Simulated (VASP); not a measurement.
# TiB2 (P6/mmm) in VASP: a series of runs, part 2 of 2

VASP 6.6.1. Earlier steps stand in the parts before.

## Step 3: Relaxation of cell and atoms, PBE

File INCAR:

```
SYSTEM = TiB2
PREC = Accurate ; ENCUT = 600
EDIFF = 1E-6 ; ISMEAR = 0
SIGMA = 0.2 ; LREAL = .FALSE.
LASPH = .TRUE. ; NELM = 80
ALGO = Normal ; ISIF = 3
LWAVE = .FALSE. ; LCHARG = .FALSE.
GGA = PE ; IBRION = 2
NSW = 80 ; EDIFFG = -0.001
```

File KPOINTS:

```
regular mesh
0
G
  16 16 14
  0 0 0
```

File POSCAR:

```
TiB2
1.0
    3.0292000000      0.0000000000      0.0000000000
   -1.5146000000      2.6233641531      0.0000000000
    0.0000000000      0.0000000000      3.2284000000
Ti B
1 2
Direct
    0.0000000000      0.0000000000      0.0000000000
    0.3333333333      0.6666666667      0.5000000000
    0.6666666667      0.3333333333      0.5000000000
```

Potentials or basis: VASP PAW PBE potentials, release 64 (Ti_sv, B).

Command:

```sh
$ cat potpaw_PBE.64/Ti_sv/POTCAR potpaw_PBE.64/B/POTCAR > POTCAR
$ mpirun -np 1 vasp_std > vasp.out
```

OUTCAR:

```text
SYSTEM = TiB2
   PREC = Accurate
   ENCUT = 600
   EDIFF = 1E-6
   ISMEAR = 0
   LREAL = .FALSE.
   LASPH = .TRUE.
   NELM = 80
   ISIF = 3
   GGA = PE
   IBRION = 2
   NSW = 80
   EDIFFG = -0.001

 ion  position               nearest neighbor table
   1  0.000  0.000  0.000-   2 2.38   3 2.38   2 2.38   3 2.38   2 2.38   2 2.38   3 2.38   3 2.38
                             3 2.38   3 2.38   2 2.38   2 2.38
   2  0.333  0.667  0.500-   3 1.75   3 1.75   3 1.75   1 2.38   1 2.38   1 2.38   1 2.38   1 2.38
                             1 2.38
   3  0.667  0.333  0.500-   2 1.75   2 1.75   2 1.75   1 2.38   1 2.38   1 2.38   1 2.38   1 2.38
                             1 2.38

  LATTYP: Found a hexagonal cell.
 ALAT       =     3.0292000000
 C/A-ratio  =     1.0657599366

  Lattice vectors:

 A1 = (   3.0292000000,   0.0000000000,   0.0000000000)
 A2 = (  -1.5146000000,   2.6233641531,   0.0000000000)
 A3 = (   0.0000000000,   0.0000000000,   3.2284000000)

Analysis of symmetry for initial positions (statically):
=====================================================================
 Subroutine PRICEL returns:
 Original cell was already a primitive cell.

 Routine SETGRP: Setting up the symmetry group for a
 hexagonal supercell.

 Subroutine GETGRP returns: Found 24 space group operations
 (whereof 24 operations were pure point group operations)
 out of a pool of 24 trial point group operations.

The static configuration has the point symmetry D_6h.

Analysis of symmetry for dynamics (positions and initial velocities):
=====================================================================
 Subroutine PRICEL returns:
 Original cell was already a primitive cell.

 Routine SETGRP: Setting up the symmetry group for a
 hexagonal supercell.

 Subroutine GETGRP returns: Found 24 space group operations
 (whereof 24 operations were pure point group operations)
 out of a pool of 24 trial point group operations.

The dynamic configuration has the point symmetry D_6h.

 Subroutine INISYM returns: Found 24 space group operations
[... 146 lines left out ...]
  free energy    TOTEN  =       -24.43536345 eV

  energy without entropy =      -24.42912658  energy(sigma->0) =      -24.43224502

------------------------ aborting loop because EDIFF is reached ----------------------------------------

  FORCE on cell =-STRESS in cart. coord.  units (eV):
  Direction    XX          YY          ZZ          XY          YZ          ZX
  --------------------------------------------------------------------------------------
  -------------------------------------------------------------------------------------
  Total        0.1159677      0.1159677     -0.0452173      0.0000000     -0.0000000      0.0000000
  in kB        7.2422524      7.2422524     -2.8238504      0.0000000     -0.0000000      0.0000000
  external PRESSURE =       3.8868848 kB  Pullay stress =       0.0000000 kB
[... 61 lines left out ...]
--------------------------------------- Ionic step        3  -------------------------------------------

 number of electron      18.0000002 magnetization

 E-fermi :   9.9963     XC(G=0): -12.7603

 val. band max:        9.9178373892   @ k =   0.0625   0.0625   0.5000
 cond. band min:       9.9974926251   @ k =   0.0625   0.0625   0.3571
 fundamental gap:      0.0796552359
 Fermi energy:         9.9962636130

 k-point     1 :       0.0000    0.0000    0.0000
  band No.  band energies     occupation
      1     -46.9796      2.00000
      2     -23.3315      2.00000
      3     -23.0186      2.00000
      4     -23.0186      2.00000
      5      -3.5157      2.00000
      6       7.3723      2.00000
      7       7.3723      2.00000
      8       7.6689      2.00000
      9       7.8743      2.00000
     10      11.8644      0.00000
     11      11.8644      0.00000
     12      13.6313      0.00000
     13      13.6313      0.00000
[... 398 lines left out ...]
  FREE ENERGIE OF THE ION-ELECTRON SYSTEM (eV)
  ---------------------------------------------------
  free  energy   TOTEN  =       -24.4355000531 eV

  energy  without entropy=      -24.4292332905  energy(sigma->0) =      -24.43236667

[... ionic steps 4 to 18 ...]

--------------------------------------- Ionic step       19  -------------------------------------------

 number of electron      18.0000002 magnetization

------------------------ aborting loop because EDIFF is reached ----------------------------------------
[... 69 lines left out ...]
--------------------------------------- Ionic step       21  -------------------------------------------

 number of electron      18.0000002 magnetization

 Free energy of the ion-electron system (eV)
  ---------------------------------------------------
  ext. energy  EPLUGINS =         0.00000000
  ---------------------------------------------------
  free energy    TOTEN  =       -24.43551888 eV

  energy without entropy =      -24.42925359  energy(sigma->0) =      -24.43238623

 E-fermi :  10.0019     XC(G=0): -12.7632

 val. band max:       10.0015834346   @ k =   0.0625   0.0625   0.3571
 cond. band min:      10.0282375057   @ k =   0.0625   0.0625   0.2857
 fundamental gap:      0.0266540712
 Fermi energy:        10.0019412545

 k-point     1 :       0.0000    0.0000    0.0000
  band No.  band energies     occupation
      1     -46.9713      2.00000
      2     -23.3225      2.00000
      3     -23.0106      2.00000
      4     -23.0106      2.00000
      5      -3.5121      2.00000
      6       7.3720      2.00000
      7       7.3720      2.00000
      8       7.6833      2.00000
      9       7.8812      2.00000
     10      11.8726      0.00000
     11      11.8726      0.00000
     12      13.6445      0.00000
     13      13.6445      0.00000
[... 398 lines left out ...]
  FREE ENERGIE OF THE ION-ELECTRON SYSTEM (eV)
  ---------------------------------------------------
  free  energy   TOTEN  =       -24.4355188836 eV

  energy  without entropy=      -24.4292535857  energy(sigma->0) =      -24.43238623

 reached required accuracy - stopping structural energy minimisation
```

CONTCAR:

```text
TiB2
   1.00000000000000
     3.0327760593220812   -0.0000000000000000    0.0000000000000000
    -1.5163880296610406    2.6264611113182070   -0.0000000000000000
     0.0000000000000000   -0.0000000000000000    3.2247618416333608
  Ti              B
     1     2
Direct
     0.0000000000000000    0.0000000000000000    0.0000000000000000
     0.3333333332999970    0.6666666667000030    0.5000000000000000
     0.6666666667000030    0.3333333332999970    0.5000000000000000

  0.00000000E+00  0.00000000E+00  0.00000000E+00
  0.00000000E+00  0.00000000E+00  0.00000000E+00
  0.00000000E+00  0.00000000E+00  0.00000000E+00
```

Run time: 5.7 min. Hardware: 1 thread of AMD EPYC 7R13, shared host; peak memory 0.24 GiB.

What came out:

```yaml
Free_energy: -24.4355 eV
Relaxed_volume: 8.56 Å³/atom
Relaxed_cell: a = 3.033 Å, b = 3.033 Å, c = 3.225 Å, α = 90.00°, β = 90.00°, γ = 120.00°
Space_group_after_relaxing_to_0.05_Å: P6/mmm (No. 191)
Energy_gained_by_relaxing: 0.1 meV/atom
Ionic_steps: 21
Pressure_after_relaxing: 0.0 GPa
Band_gap_on_the_k_mesh: zero (band 9 reaches 10.39 eV, above the bottom of band 10 at 9.79 eV)
```

Step by step:
```csv
step,energy change (eV),largest force (eV/Å),pressure (GPa),volume (Å³)
1,0.0000,0.0000,0.39,25.66
2,-0.0001,0.0000,-0.45,25.73
3,-0.0001,0.0000,-0.17,25.70
4,-0.0002,0.0000,0.02,25.68
5,-0.0002,0.0000,0.04,25.68
6,-0.0002,0.0000,0.02,25.69
7,-0.0002,0.0000,-0.02,25.69
8,-0.0002,0.0000,0.00,25.69
9,-0.0002,0.0000,-0.05,25.69
10,-0.0002,0.0000,-0.04,25.69
11,-0.0002,0.0000,-0.03,25.69
12,-0.0002,0.0000,-0.01,25.69
13,-0.0002,0.0000,-0.03,25.68
14,-0.0002,0.0000,0.03,25.68
15,-0.0002,0.0000,0.06,25.68
16,-0.0002,0.0000,0.02,25.68
17,-0.0002,0.0000,0.03,25.68
18,-0.0002,0.0000,0.02,25.68
19,-0.0002,0.0000,0.01,25.68
20,-0.0002,0.0000,0.00,25.68
21,-0.0002,0.0000,0.00,25.69
```

Final structure:
```
CELL_PARAMETERS angstrom
3.03278 0.00000 0.00000
-1.51639 2.62646 0.00000
0.00000 0.00000 3.22476
ATOMIC_POSITIONS crystal
Ti 0.00000 0.00000 0.00000
B 0.33333 0.66667 0.50000
B 0.66667 0.33333 0.50000
```

Levels at points of the mesh, in eV from the Fermi level:
| k point | band 6 | band 7 | band 8 | band 9 | band 10 | band 11 | band 12 | band 13 |
| --- | --- | --- | --- | --- | --- | --- | --- | --- |
| (0.00, 0.00, 0.00) | -2.63 | -2.63 | -2.32 | -2.12 | 1.87 | 1.87 | 3.64 | 3.64 |
| (0.50, 0.00, 0.00) | -9.26 | -3.29 | -3.22 | -2.28 | 1.32 | 2.71 | 3.19 | 3.35 |
| (0.00, 0.00, 0.50) | -7.62 | -0.58 | -0.58 | -0.21 | -0.21 | 0.42 | 0.42 | 1.64 |
| (0.50, 0.00, 0.50) | -7.56 | -4.66 | -3.83 | -3.16 | 2.47 | 2.89 | 4.45 | 4.56 |
